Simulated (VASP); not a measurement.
# Ti (P6_3/mmc) in VASP: notebook, part 2 of 3

VASP 6.6.1.

**3. Electric field gradients, PBEsol (zz strain of -3 %)**

INCAR

```
  PREC = Accurate
  ENCUT = 520
  EDIFF = 1E-8
  ISMEAR = -1
  SIGMA = 0.08
  LREAL = F
  LASPH = T
  NELM = 60
  ALGO = Normal
  ISIF = 2
  LWAVE = F
  LCHARG = F
  GGA = PS
  LEFG = T
  NBANDS = 19
```

KPOINTS

```
Automatic mesh
0
Gamma
  13 13 7
```

POSCAR

```
Ti
1.0
    2.9499978604      0.0000000000      0.0000000000
   -1.4749989302      2.5547730882      0.0000000000
    0.0000000000      0.0000000000      4.5454200000
Ti
2
Direct
    0.3333333333      0.6666666667      0.2500000000
    0.6666666667      0.3333333333      0.7500000000
```

Potentials or basis: VASP PAW PBE potentials, release 64 (Ti_sv).

Command:

```bash
$ cat potpaw_PBE.64/Ti_sv/POTCAR > POTCAR
$ mpirun -np 1 vasp_std > vasp.out
```

OUTCAR:

```text
PREC = Accurate
   ENCUT = 520
   EDIFF = 1E-8
   ISMEAR = -1
   LREAL = F
   LASPH = T
   NELM = 60
   ISIF = 2
   GGA = PS

 ion  position               nearest neighbor table
   1  0.333  0.667  0.250-   2 2.84   2 2.84   2 2.84   2 2.84   2 2.84   2 2.84
   2  0.667  0.333  0.750-   1 2.84   1 2.84   1 2.84   1 2.84   1 2.84   1 2.84

  LATTYP: Found a hexagonal cell.
 ALAT       =     2.9499978604
 C/A-ratio  =     1.5408214565

  Lattice vectors:

 A1 = (   2.9499978604,   0.0000000000,   0.0000000000)
 A2 = (  -1.4749989302,   2.5547730882,   0.0000000000)
 A3 = (   0.0000000000,   0.0000000000,   4.5454200000)

Analysis of symmetry for initial positions (statically):
=====================================================================
 Subroutine PRICEL returns:
 Original cell was already a primitive cell.

 Routine SETGRP: Setting up the symmetry group for a
 hexagonal supercell.

 Subroutine GETGRP returns: Found 24 space group operations
 (whereof 12 operations were pure point group operations)
 out of a pool of 24 trial point group operations.

The static configuration has the point symmetry D_3d.
 The point group associated with its full space group is D_6h.

Analysis of symmetry for dynamics (positions and initial velocities):
=====================================================================
 Subroutine PRICEL returns:
 Original cell was already a primitive cell.

 Routine SETGRP: Setting up the symmetry group for a
 hexagonal supercell.

 Subroutine GETGRP returns: Found 24 space group operations
 (whereof 12 operations were pure point group operations)
 out of a pool of 24 trial point group operations.
[... 158 lines left out ...]
  band No.  band energies     occupation
      1     -48.2547      2.00000
      2     -48.0917      2.00000
      3     -24.9822      2.00000
      4     -24.3056      2.00000
      5     -24.3056      2.00000
      6     -24.1899      2.00000
[... 505 lines left out ...]
      6     -24.3236      2.00000
[... 11 lines left out ...]
     18      10.2150      0.00000
     19      11.7280      0.00000

 [... further k-points ...]

------------------------ aborting loop because EDIFF is reached ----------------------------------------

  FORCE on cell =-STRESS in cart. coord.  units (eV):
  Direction    XX          YY          ZZ          XY          YZ          ZX
  --------------------------------------------------------------------------------------
  -------------------------------------------------------------------------------------
  Total       -0.8076593     -0.8076593     -0.1901016      0.0000000     -0.0000000      0.0000000
  in kB      -37.7738059    -37.7738059     -8.8909549      0.0000000     -0.0000000      0.0000000
  external PRESSURE =     -28.1461889 kB  Pullay stress =       0.0000000 kB

 VOLUME and BASIS-vectors are now :
 -----------------------------------------------------------------------------
  energy-cutoff  :      520.00
  volume of cell :       34.26
      direct lattice vectors                 reciprocal lattice vectors
     2.949997860  0.000000000  0.000000000     0.338983297  0.195712098  0.000000000
    -1.474998930  2.554773088  0.000000000     0.000000000  0.391424195  0.000000000
     0.000000000  0.000000000  4.545420000     0.000000000  0.000000000  0.220001672

 POSITION                                       TOTAL-FORCE (eV/Angst)
 -----------------------------------------------------------------------------------
     -0.00000      1.70318      1.13636         0.000000     -0.000000      0.000000
      1.47500      0.85159      3.40907        -0.000000      0.000000      0.000000
 -----------------------------------------------------------------------------------
    total drift:                               -0.000000      0.000000     -0.000000

  FREE ENERGIE OF THE ION-ELECTRON SYSTEM (eV)
  ---------------------------------------------------
  free  energy   TOTEN  =       -16.6872931040 eV

  energy  without entropy=      -16.6391117320  energy(sigma->0) =      -16.66320242

 Electric field gradients (V/A^2)
---------------------------------------------------------------------
 ion       V_xx      V_yy      V_zz      V_xy      V_xz      V_yz
---------------------------------------------------------------------
   1     -11.856   -11.856    23.712    -0.000     0.000    -0.000
   2     -11.856   -11.856    23.712    -0.000    -0.000     0.000
---------------------------------------------------------------------

 Electric field gradients after diagonalization (V/A^2)
 (convention: |V_zz| > |V_xx| > |V_yy|)
----------------------------------------------------------------------
 ion       V_xx      V_yy      V_zz     asymmetry (V_yy - V_xx)/ V_zz
----------------------------------------------------------------------
   1     -11.856   -11.856    23.712       0.000
   2     -11.856   -11.856    23.712       0.000
----------------------------------------------------------------------

           NMR quadrupolar parameters

 Cq : quadrupolar parameter    Cq=e*Q*V_zz/h
 eta: asymmetry parameters     (V_yy - V_xx)/ V_zz
 Q  : nuclear electric quadrupole moment in mb (millibarn)
----------------------------------------------------------------------
 ion       Cq(MHz)       eta       Q (mb)
----------------------------------------------------------------------
   1       0.057       0.000       1.000
   2       0.057       0.000       1.000
----------------------------------------------------------------------
```

OSZICAR:

```text
N       E                     dE             d eps       ncg     rms          rms(c)
DAV:   1     0.263696940218E+03    0.26370E+03   -0.12944E+04  3200   0.158E+03
DAV:   2     0.114991769084E+02   -0.25220E+03   -0.24817E+03  3288   0.445E+02
DAV:   3    -0.176717743959E+02   -0.29171E+02   -0.28783E+02  5893   0.124E+02
DAV:   4    -0.189484266048E+02   -0.12767E+01   -0.12746E+01  3706   0.265E+01
DAV:   5    -0.190046649993E+02   -0.56238E-01   -0.56231E-01  4685   0.413E+00    0.126E+01
DAV:   6    -0.166959596231E+02    0.23087E+01   -0.82341E+00  3749   0.288E+01    0.304E+00
DAV:   7    -0.166700108105E+02    0.25949E-01   -0.77768E-01  4819   0.633E+00    0.209E+00
DAV:   8    -0.166955589467E+02   -0.25548E-01   -0.21694E-01  3449   0.545E+00    0.755E-01
DAV:   9    -0.166867339156E+02    0.88250E-02   -0.48471E-02  3591   0.228E+00    0.739E-02
DAV:  10    -0.166872548468E+02   -0.52093E-03   -0.36286E-03  4656   0.343E-01    0.906E-02
DAV:  11    -0.166873042764E+02   -0.49430E-04   -0.15120E-04  3859   0.830E-02    0.440E-02
DAV:  12    -0.166872930385E+02    0.11238E-04   -0.41150E-05  3596   0.590E-02    0.667E-03
DAV:  13    -0.166872930826E+02   -0.44069E-07   -0.24750E-06  3703   0.133E-02    0.240E-03
DAV:  14    -0.166872930162E+02    0.66391E-07   -0.20421E-07  3360   0.328E-03    0.530E-04
DAV:  15    -0.166872930994E+02   -0.83227E-07   -0.73108E-08  4011   0.148E-03    0.751E-05
DAV:  16    -0.166872931118E+02   -0.12385E-07   -0.22352E-09  1777   0.375E-04    0.127E-04
DAV:  17    -0.166872931003E+02    0.11578E-07   -0.47949E-10  1725   0.252E-04    0.524E-05
DAV:  18    -0.166872931040E+02   -0.37703E-08   -0.11685E-10  1692   0.935E-05
   1 F= -.16687293E+02 E0= -.16663202E+02  d E =-.481814E-01
```

Run time: 28 s. Hardware: 1 thread of Intel Xeon 6975P-C (Granite Rapids), shared host; peak memory 0.18 GiB.

Results:

```
Free energy            : -16.6873 eV
Pressure               : -2.8 GPa
Band gap on the k mesh : zero (band 12 reaches 9.10 eV, above the bottom of band 13 at 8.00 eV)
```

Electric field gradients, principal values (V/Å²):
```tsv
atom	least	middle	greatest (by size)
1 Ti	-11.856	-11.856	23.712
2 Ti	-11.856	-11.856	23.712
```

Caveat: the cell differs from its parent crystal (zz strain of -3 %); without QUAD_EFG the Cq values of the log hold for a quadrupole moment of 1 mb, not for the nuclei; the PAW data sets were made with another functional, which shifts forces and pressure a little.

[end of part 2 of 3]
